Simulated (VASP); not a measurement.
Write the native input for VASP 6.6.1 that does the following.

| Item | Value |
| --- | --- |
| Task | single point |
| Functional | PBE |
| Potentials or basis | VASP PAW PBE potentials, release 64 (Zr_sv, B) |
| Cutoff | 520 eV |
| k mesh | 10 × 10 × 10 |
| Occupations | fermi-dirac, width 0.05 eV |
| Spin | no spin polarisation |
| Dipole correction | no |
| Further INCAR settings | ALGO = Normal; EDIFF = 1e-06; NBANDS = 14 |

The structure of ZrB lies in POSCAR:

```
ZrB
1.0
    0.0000000000      2.4518709323      2.4518709323
    2.4518709323      0.0000000000      2.4518709323
    2.4518709323      2.4518709323      0.0000000000
Zr B
1 1
Direct
    0.0000000000      0.0000000000      0.0000000000
    0.5000000000      0.5000000000      0.5000000000
```

One way to write it, as run:

INCAR

```
  ALGO = Normal
  EDIFF = 1E-6
  ENCUT = 520
  GGA = PE
  ISIF = 2
  ISMEAR = -1
  LASPH = True
  LCHARG = False
  LREAL = False
  LWAVE = False
  NBANDS = 14
  NELM = 100
  PREC = Accurate
  SIGMA = 0.05
```

KPOINTS

```
k-points
0
Gamma
  10 10 10
```

Potentials or basis: VASP PAW PBE potentials, release 64 (Zr_sv, B).

Command:

```bash
$ cat potpaw_PBE.64/Zr_sv/POTCAR potpaw_PBE.64/B/POTCAR > POTCAR
$ mpirun -np 1 vasp_std > vasp.out
```

Results of the run:

```
Pressure : 0.1 GPa
```

It took 17 s on 1 thread of Intel Xeon 6975P-C, on a shared host, peak memory 0.16 GiB.
